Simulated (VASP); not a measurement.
S:

```
CELL_PARAMETERS angstrom
0.00000 1.99435 1.99435
1.99435 0.00000 1.99435
1.99435 1.99435 0.00000
ATOMIC_POSITIONS crystal
S 0.00000 0.00000 0.00000
```

Base run:

- Program: VASP 6.6.1
- Functional: PBE
- Potentials or basis: VASP PAW PBE potentials, release 64 (S)
- Cutoff: 520 eV
- k mesh: 10 × 10 × 10
- Occupations: methfessel-paxton, width 0.1 eV
- Spin: no spin polarisation

Its results: band gap on the k mesh zero (band 3 reaches 10.59 eV, above the bottom of band 4 at 5.03 eV); pressure -0.9 GPa.

Question: The run is repeated on the same cell with these changes: k mesh from 10 × 10 × 10 to 8 × 8 × 8. What comes out?

Answer: Band gap on the k mesh zero (band 3 reaches 10.60 eV, above the bottom of band 4 at 4.90 eV); pressure 0.1 GPa.
